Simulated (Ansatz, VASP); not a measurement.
Two plane-wave programs on LiH

```
Li H
1.0
     0.00000    2.21698    2.21698
     2.21698    0.00000    2.21698
     2.21698    2.21698    0.00000
Li H
1 1
Direct
  0.00000 0.00000 0.00000
  0.25000 0.25000 0.25000
```

Change from the starting cell: hydrostatic strain +3.4%.

Alike in both runs: task single point; functional r2SCAN; k mesh 10 × 10 × 10; no spin polarisation.

|  | VASP | Ansatz |
| --- | --- | --- |
| version | VASP 6.6.1 | Ansatz 0.2.0 |
| potentials or method | VASP PAW PBE potentials, release 64 (Li_sv, H) | plane waves, PAW |
| plane-wave cutoff (eV) | 520 | 500 |
| occupations | gaussian, width 0.01 eV | fixed |
| valence electrons in the cell | 4 | 4 |

Ansatz gave:

| Quantity | Value |
| --- | --- |
| gap on the k mesh at the Fermi level (eV) | 4.60 |

Q: What did VASP give for the same quantities?

A: gap on the k mesh at the Fermi level (eV): 4.67.

VASP's potentials were made for PBE, not for r2SCAN.

Noted on VASP's run: the cutoff is under 1.25 times that of the potentials, so the pressure is a little rough.
